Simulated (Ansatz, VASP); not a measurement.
# One calculation of Ru, two programs

INCAR

```
PREC = Accurate
ENCUT = 500
EDIFF = 1E-6
ISMEAR = 0
SIGMA = 0.05
LREAL = False
LASPH = True
NELM = 120
ALGO = Normal
ISIF = 2
LWAVE = False
LCHARG = True
GGA = PE
LELF = True
LVHAR = True
NBANDS = 13
GGA_COMPAT = False
```

File KPOINTS:

```
Automatic mesh
0
Gamma
  8 8 8
```

The input POSCAR:

```
Ru
1.0
    0.0000000000      1.9182658906      1.9182658906
    1.9182658906      0.0000000000      1.9182658906
    1.9182658906      1.9182658906      0.0000000000
Ru
1
Direct
    0.0000000000      0.0000000000      0.0000000000
```

Input for Ansatz:

```yaml
crystal:
  lattice:
    - [0.0, 1.9182658906, 1.9182658906]
    - [1.9182658906, 0.0, 1.9182658906]
    - [1.9182658906, 1.9182658906, 0.0]
  atoms:
    - { symbol: Ru, position: [0.0, 0.0, 0.0] }
basis:
  ecutwfc: 600
  ecutrho_ratio: 5
kpoints:
  mp_grid: { grid: [8, 8, 8] }
hamiltonian:
  xc: pbe
scf:
  occupations: { method: gaussian, width: 0.05 }
output:
  forces: true
  stress: true
  eigenvalues: true
```

Alike in both runs: task single point; functional PBE; k mesh 8 × 8 × 8; occupations gaussian, width 0.05 eV; no spin polarisation.

|  | VASP | Ansatz |
| --- | --- | --- |
| version | VASP 6.6.1 | Ansatz 0.2.0 |
| potentials or method | VASP PAW PBE potentials, release 64 (Ru_pv), cutoff 500 eV | scalar-relativistic, plane waves, PAW |
| valence electrons in the cell | 14 | 16 |

|  | VASP | Ansatz | Ansatz less VASP |
| --- | --- | --- | --- |
| gap on the k mesh at the Fermi level (eV) | none | none | - |
| pressure (GPa) | -6.9 | -6.8 | +0.06 |

A gap of «none» marks a metal or a gap that the smearing closes. VASP's potentials hold 14 valence electrons a cell and Ansatz's 16, so a difference there can come from the potentials and not from the codes.
